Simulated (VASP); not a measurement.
# Ni (Im-3m) in VASP: further runs

Ni is run at these levels: PBEsol; tasks: relaxation of cell and atoms.

Program: VASP 6.6.1. These are calculated values, not measurements. Logs are shortened: lines on timing, memory, paths and dates and some standing lists are left out, and cuts for length are marked.

## 1. The cell of the first run

It takes space group Im-3m (No. 229, cubic). Conventional cell: a = 2.767 Å, b = 2.767 Å, c = 2.767 Å, α = 90.00°, β = 90.00°, γ = 90.00°. Within 3.2 Å of Ni (site symmetry m-3m) lie 14 Ni at 2.40 to 2.77 Å.

## 2. Relaxation of cell and atoms, PBEsol, collinear spin, ferromagnetic start

File INCAR:

```
SYSTEM = Ni
ALGO     = Normal         ! electronic algorithm
EDIFF    = 1E-6           ! SCF threshold, eV
EDIFFG   = -0.01          ! ionic threshold
ENCUT    = 600            ! plane-wave cutoff, eV
GGA      = PS             ! functional
IBRION   = 2              ! ionic algorithm
ISIF     = 3              ! what is computed and relaxed
ISMEAR   = -1             ! smearing method
ISPIN    = 2              ! spin polarisation
LASPH    = .True.         ! aspherical terms in the spheres
LCHARG   = .False.        ! write CHGCAR
LMAXMIX  = 4              ! l up to which the mixer works
LORBIT   = 11             ! projections on sites
LREAL    = .False.        ! projectors in reciprocal space
LWAVE    = .False.        ! write WAVECAR
MAGMOM   = 1              ! initial moments
NELM     = 150            ! most SCF steps
NSW      = 80             ! ionic steps
PREC     = Accurate       ! precision mode
SIGMA    = 0.05           ! smearing width, eV
```

File KPOINTS:

```
k-points
0
Gamma
  13 13 13
  0 0 0
```

File POSCAR:

```
Ni
1.0
   -1.3837154700      1.3837154700      1.3837154700
    1.3837154700     -1.3837154700      1.3837154700
    1.3837154700      1.3837154700     -1.3837154700
Ni
1
Direct
    0.0000000000      0.0000000000      0.0000000000
```

Potentials or basis: VASP PAW PBE potentials, release 64 (Ni).

On the command line:

```bash
$ cat potpaw_PBE.64/Ni/POTCAR > POTCAR
$ mpirun -np 1 vasp_std > vasp.out
```

OUTCAR:

```text
SYSTEM = Ni
   EDIFF = 1E-6
   EDIFFG = -0.01
   ENCUT = 600
   GGA = PS
   IBRION = 2
   ISIF = 3
   ISMEAR = -1
   ISPIN = 2
   LASPH = .True.
   LORBIT = 11
   LREAL = .False.
   NELM = 150
   NSW = 80
   PREC = Accurate

 ion  position               nearest neighbor table
   1  0.000  0.000  0.000-

  LATTYP: Found a body centered cubic cell.
 ALAT       =     2.7674309400

  Lattice vectors:

 A1 = (  -1.3837154700,   1.3837154700,   1.3837154700)
 A2 = (   1.3837154700,  -1.3837154700,   1.3837154700)
 A3 = (   1.3837154700,   1.3837154700,  -1.3837154700)

Analysis of symmetry for initial positions (statically):
=====================================================================
 Subroutine PRICEL returns:
 Original cell was already a primitive cell.

 Routine SETGRP: Setting up the symmetry group for a
 body centered cubic supercell.

 Subroutine GETGRP returns: Found 48 space group operations
 (whereof 48 operations were pure point group operations)
 out of a pool of 48 trial point group operations.

The static configuration has the point symmetry O_h .

Analysis of symmetry for dynamics (positions and initial velocities):
=====================================================================
 Subroutine PRICEL returns:
 Original cell was already a primitive cell.

 Routine SETGRP: Setting up the symmetry group for a
 body centered cubic supercell.

 Subroutine GETGRP returns: Found 48 space group operations
 (whereof 48 operations were pure point group operations)
 out of a pool of 48 trial point group operations.

The dynamic configuration has the point symmetry O_h .

Analysis of structural, dynamic, and magnetic symmetry:
=====================================================================
 Subroutine PRICEL returns:
 Original cell was already a primitive cell.

 Routine SETGRP: Setting up the symmetry group for a
 body centered cubic supercell.

 Subroutine GETGRP returns: Found 48 space group operations
 (whereof 48 operations were pure point group operations)
 out of a pool of 48 trial point group operations.

The overall configuration has the point symmetry O_h .

 Subroutine INISYM returns: Found 48 space group operations
 (whereof 48 operations are pure point group operations),
 and found     1 'primitive' translations

----------------------------------------------------------------------------------------

                                     Primitive cell

  volume of cell :      10.5974

  direct lattice vectors                    reciprocal lattice vectors
    -1.383715470  1.383715470  1.383715470     0.000000000  0.361345964  0.361345964
     1.383715470 -1.383715470  1.383715470     0.361345964  0.000000000  0.361345964
     1.383715470  1.383715470 -1.383715470     0.361345964  0.361345964  0.000000000

  length of vectors
     2.396665497  2.396665497  2.396665497     0.511020363  0.511020363  0.511020363

  position of ions in fractional coordinates (direct lattice)
     0.000000000  0.000000000  0.000000000

  ion indices of the primitive-cell ions
   primitive index   ion index
                 1           1

----------------------------------------------------------------------------------------

 KPOINTS: k-points

Automatic generation of k-mesh.
 Grid dimensions read from file:
 generate k-points for:   13   13   13

 Generating k-lattice:

  Cartesian coordinates                     Fractional coordinates (reciprocal lattice)
     0.000000000  0.027795843  0.027795843     0.076923077  0.000000000  0.000000000
     0.027795843  0.000000000  0.027795843     0.000000000  0.076923077  0.000000000
     0.027795843  0.027795843  0.000000000     0.000000000  0.000000000  0.076923077

  Length of vectors
     0.039309259  0.039309259  0.039309259

  Shift w.r.t. Gamma in fractional coordinates (k-lattice)
     0.000000000  0.000000000  0.000000000

 Subroutine IBZKPT returns following result:
 ===========================================

 Found     84 irreducible k-points:

 Following reciprocal coordinates:
            Coordinates               Weight
  0.000000  0.000000  0.000000      1.000000
  0.076923  0.000000  0.000000     12.000000
  0.153846  0.000000  0.000000     12.000000
  0.230769  0.000000  0.000000     12.000000
  0.307692  0.000000  0.000000     12.000000
  0.384615  0.000000  0.000000     12.000000
[... 16 lines left out ...]
  0.153846  0.076923  0.076923     24.000000
  0.230769  0.076923  0.076923     24.000000
 [... further k-points ...]
   k-points           NKPTS =     84   k-points in BZ     NKDIM =     84   number of bands    NBANDS=     10
   number of dos      NEDOS =    301   number of ions     NIONS =      1
   total plane-waves  NPLWV =   8000
   dimension x,y,z NGX =    20 NGY =   20 NGZ =   20
   dimension x,y,z NGXF=    40 NGYF=   40 NGZF=   40
   ions per type =               1
   NGX,Y,Z   is equivalent  to a cutoff of  13.87, 13.87, 13.87 a.u.
   NGXF,Y,Z  is equivalent  to a cutoff of  27.75, 27.75, 27.75 a.u.
 SYSTEM =  Ni
   PREC   = accura    normal or accurate (medium, high low for compatibility)
   ISTART =      0    job   : 0-new  1-cont  2-samecut
   ICHARG =      2    charge: 1-file 2-atom 10-const
   ISPIN  =      2    spin polarized calculation?
   LNONCOLLINEAR =      F non collinear calculations
   LSORBIT =      F    spin-orbit coupling
   LASPH  =      T    aspherical Exc in radial PAW
   ENCUT  =  600.0 eV  44.10 Ry    6.64 a.u.   4.79  4.79  4.79*2*pi/ulx,y,z
   NELM   =    150;   NELMIN=  2; NELMDL= -5     # of ELM steps
   EDIFF  = 0.1E-05   stopping-criterion for ELM
   LREAL  =      F    real-space projection
   EDIFFG = -.1E-01   stopping-criterion for IOM
   NSW    =     80    number of steps for IOM
   IBRION =      2    ionic relax: 0-MD 1-quasi-New 2-CG
   NFREE  =      1    steps in history (QN), initial steepest desc. (CG)
   ISIF   =      3    stress and relaxation
   ISYM   =      2    0-nonsym 1-usesym 2-fastsym
   POTIM  = 0.5000    time-step for ionic-motion
   TEBEG  =    0.0;   TEEND  =   0.0 temperature during run
   PSTRESS=    0.0 pullay stress
   NELECT =      10.0000    total number of electrons
   NUPDOWN=      -1.0000    fix difference up-down
   EMIN   =  10.00;   EMAX   =-10.00  energy-range for DOS
   EFERMI =   0.00;   METHOD = LEGACY
   ISMEAR =    -1;   SIGMA  =   0.05  broadening in eV -4-tet -1-fermi 0-gaus
   EFERMI_NEDOS =   21; number of points for ismear=-14 and -15
   IALGO  =     38    algorithm
   IMIX   =      4    mixing-type and parameters
     AMIX     =   0.40;   BMIX     =  1.00
     AMIX_MAG =   1.60;   BMIX_MAG =  1.00
  volume/ion in A,a.u.               =      10.60        71.51
  Fermi-wavevector in a.u.,A,eV,Ry     =   1.605738  3.034405 35.081190  2.578395
  Thomas-Fermi vector in A             =   2.702037
   LORBIT       =     11    0 simple, 1 ext, 2 COOP (PROOUT), +10 PAW based schemes
   GGA     = PS    functional components
   LHFCALC =     F    Hartree Fock is set to
   AEXX    =    0.0000 exact exchange contribution
   IVDW    =     0    specifies the selected vdW correction
   LEPSILON=     F    determine dielectric tensor
   LRPA    =     F    only Hartree local field effects (RPA)
 conjugate gradient relaxation of ions
 spin polarized calculation
  energy-cutoff  :      600.00
  volume of cell :       10.60
 maximum number of plane-waves:       370
   NGX =  9   NGY =  9   NGZ =  9

--------------------------------------- Ionic step        1  -------------------------------------------

 number of electron      10.0000001 magnetization       0.5790744

 Free energy of the ion-electron system (eV)
  ---------------------------------------------------
  ext. energy  EPLUGINS =         0.00000000
  ---------------------------------------------------
  free energy    TOTEN  =        -6.03816292 eV

  energy without entropy =       -6.02293740  energy(sigma->0) =       -6.03055016

------------------------ aborting loop because EDIFF is reached ----------------------------------------

  FORCE on cell =-STRESS in cart. coord.  units (eV):
  Direction    XX          YY          ZZ          XY          YZ          ZX
  --------------------------------------------------------------------------------------
  -------------------------------------------------------------------------------------
  Total       -0.1720485     -0.1720485     -0.1720485      0.0000000      0.0000000      0.0000000
  in kB      -26.0112484    -26.0112484    -26.0112484      0.0000000      0.0000000      0.0000000
  external PRESSURE =     -26.0112484 kB  Pullay stress =       0.0000000 kB
[... 55 lines left out ...]
  energy  without entropy=       -6.0228005226  energy(sigma->0) =       -6.03040520

--------------------------------------- Ionic step        3  -------------------------------------------

 number of electron      10.0000005 magnetization       0.5716522

 Free energy of the ion-electron system (eV)
  ---------------------------------------------------
  ext. energy  EPLUGINS =         0.00000000
  ---------------------------------------------------
  free energy    TOTEN  =        -6.03919849 eV

  energy without entropy =       -6.02401086  energy(sigma->0) =       -6.03160467

 E-fermi :   9.5885     XC(G=0): -13.6601

 val. band max:        9.5744619758   @ k =   0.4615   0.0000   0.0000
 cond. band min:       9.5890668164   @ k =  -0.3077   0.3846   0.0769
 fundamental gap:      0.0146048407
 Fermi energy:         9.5885230439

 spin component 1

 k-point     1 :       0.0000    0.0000    0.0000
  band No.  band energies     occupation
      1       0.4023      1.00000
      2       7.2096      1.00000
      3       7.2096      1.00000
      4       7.2096      1.00000
      5       8.6907      1.00000
      6       8.6907      1.00000
      7      36.4367      0.00000
      8      36.4367      0.00000
      9      36.4367      0.00000
     10      41.5835      0.00000
[... 287 lines left out ...]
 k-point    24 :       0.2308    0.0769    0.0769
  band No.  band energies     occupation
      1       4.1459      1.00000
      2       6.4685      1.00000
      3       6.8113      1.00000
      4       8.5629      1.00000
      5       8.7736      1.00000
      6       9.3696      0.98760
      7      23.0566      0.00000
      8      27.7035      0.00000
      9      29.1731      0.00000
     10      37.9956      0.00000

 [... further k-points ...]

 spin component 2

 k-point     1 :       0.0000    0.0000    0.0000
  band No.  band energies     occupation
      1       0.4193      1.00000
      2       7.8673      1.00000
      3       7.8673      1.00000
      4       7.8673      1.00000
      5       9.2190      0.99938
      6       9.2190      0.99938
      7      36.3782      0.00000
      8      36.3782      0.00000
      9      36.3782      0.00000
     10      41.5577      0.00000
[... 327 lines left out ...]
  FREE ENERGIE OF THE ION-ELECTRON SYSTEM (eV)
  ---------------------------------------------------
  free  energy   TOTEN  =        -6.0391984880 eV

  energy  without entropy=       -6.0240108592  energy(sigma->0) =       -6.03160467

 reached required accuracy - stopping structural energy minimisation

 total charge

# of ion       s       p       d       tot
------------------------------------------
    1        0.511   0.530   8.346   9.388

 magnetization (x)

# of ion       s       p       d       tot
------------------------------------------
    1       -0.003  -0.014   0.591   0.574
```

It took 40 s on 1 thread of Intel Xeon Platinum 8488C (Sapphire Rapids), shared host; peak memory 0.15 GiB.

What came out:

- Free energy: -6.0392 eV
- Relaxed volume: 10.47 Å³/atom
- Relaxed cell: a = 2.387 Å, b = 2.387 Å, c = 2.387 Å, α = 109.47°, β = 109.47°, γ = 109.47°
- Space group after relaxing (to 0.05 Å): Im-3m (No. 229)
- Energy gained by relaxing: 1.0 meV/atom
- Ionic steps: 3
- Pressure after relaxing: 0.0 GPa
- Net moment: 0.57 μB per cell
- Site moments: Ni +0.57 μB
- Valence electrons inside the program's atomic spheres: Ni 9.39

The path:
| step | energy change (eV) | largest force (eV/Å) | pressure (GPa) | volume (Å³) |
| --- | --- | --- | --- | --- |
| 1 | 0.0000 | 0.0000 | -2.60 | 10.60 |
| 2 | 0.0002 | 0.0000 | 2.82 | 10.34 |
| 3 | -0.0010 | 0.0000 | -0.03 | 10.47 |

Final structure:
```yaml
crystal:
  lattice:
    - [-1.37819, 1.37819, 1.37819]
    - [1.37819, -1.37819, 1.37819]
    - [1.37819, 1.37819, -1.37819]
  atoms:
    - { symbol: Ni, position: [0.00000, 0.00000, 0.00000] }
```

Levels at points of the mesh, in eV from the Fermi level:
Spin up:
| k point | band 1 | band 2 | band 3 | band 4 | band 5 | band 6 | band 7 | band 8 | band 9 | band 10 |
| --- | --- | --- | --- | --- | --- | --- | --- | --- | --- | --- |
| (0.00, 0.00, 0.00) | -9.19 | -2.38 | -2.38 | -2.38 | -0.90 | -0.90 | 26.85 | 26.85 | 26.85 | 31.99 |
Spin down:
```tsv
k point	band 3	band 4	band 5	band 6	band 7	band 8
(0.00, 0.00, 0.00)	-1.72	-1.72	-0.37	-0.37	26.79	26.79
```

Caveat: the PAW data sets were made with another functional, which shifts forces and pressure a little.

## 3. Relaxation of cell and atoms, PBEsol, collinear spin, ferromagnetic start, target pressure 5 GPa, at which the enthalpy is minimised

File INCAR:

```
SYSTEM = Ni
  PREC = Accurate
  ENCUT = 600
  EDIFF = 1E-6
  ISMEAR = -1
  SIGMA = 0.05
  LREAL = .False.
  LASPH = .True.
  NELM = 150
  ALGO = Normal
  ISIF = 3
  LWAVE = .False.
  LCHARG = .False.
  ISPIN = 2
  MAGMOM = 1
  LORBIT = 11
  LMAXMIX = 4
  GGA = PS
  IBRION = 2
  NSW = 80
  EDIFFG = -0.01
  PSTRESS = 50.0
```

File KPOINTS:

```
regular mesh
0
Gamma
  13 13 13
  0 0 0
```

POSCAR is that of step 2.

Potentials or basis: VASP PAW PBE potentials, release 64 (Ni).

On the command line:

```bash
$ cat potpaw_PBE.64/Ni/POTCAR > POTCAR
$ mpirun -np 1 vasp_std > vasp.out
```

Run time: 46 s. Hardware: 1 thread of Intel Xeon Platinum 8488C (Sapphire Rapids), shared host; peak memory 0.15 GiB.

Results (log left out):

```yaml
Free_energy: -6.0357 eV
Relaxed_volume: 10.24 Å³/atom
Relaxed_cell: a = 2.370 Å, b = 2.370 Å, c = 2.370 Å, α = 109.47°, β = 109.47°, γ = 109.47°
Space_group_after_relaxing_to_0.05_Å: Im-3m (No. 229)
Energy_change_on_relaxing_the_enthalpy_is_what_falls: +2.5 meV/atom
Ionic_steps: 3
Pressure_after_relaxing: 5.0 GPa
Net_moment: 0.55 μB per cell
Site_moments: Ni +0.55 μB
Valence_electrons_inside_the_program's_atomic_spheres: Ni 9.43
```

Step by step:
```csv
step,energy change (eV),largest force (eV/Å),pressure (GPa),volume (Å³)
1,0.0000,0.0000,-2.60,10.60
2,0.0269,0.0000,15.39,9.84
3,0.0025,0.0000,5.02,10.24
```

Final structure:
```cif
data_structure
_symmetry_space_group_name_H-M 'P 1'
_symmetry_Int_Tables_number 1
_cell_length_a 2.3695
_cell_length_b 2.3695
_cell_length_c 2.3695
_cell_angle_alpha 109.471
_cell_angle_beta 109.471
_cell_angle_gamma 109.471
_cell_volume 10.24
loop_
_atom_site_label
_atom_site_type_symbol
_atom_site_fract_x
_atom_site_fract_y
_atom_site_fract_z
_atom_site_occupancy
Ni1 Ni 0.00000 0.00000 0.00000 1
```

Levels at points of the mesh, in eV from the Fermi level:
Spin up:
```
           k point  band 1  band 2  band 3  band 4  band 5  band 6  band 7  band 8  band 9  band 10
(0.00, 0.00, 0.00)   -9.34   -2.42   -2.42   -2.42   -0.89   -0.89   27.09   27.09   27.09    32.40
```
Spin down:
| k point | band 2 | band 3 | band 4 | band 5 | band 6 | band 7 | band 8 | band 9 |
| --- | --- | --- | --- | --- | --- | --- | --- | --- |
| (0.00, 0.00, 0.00) | -1.78 | -1.78 | -1.78 | -0.39 | -0.39 | 27.03 | 27.03 | 27.03 |

Caveat: the cell is relaxed towards a set pressure, so the enthalpy falls and the energy may rise; the PAW data sets were made with another functional, which shifts forces and pressure a little.
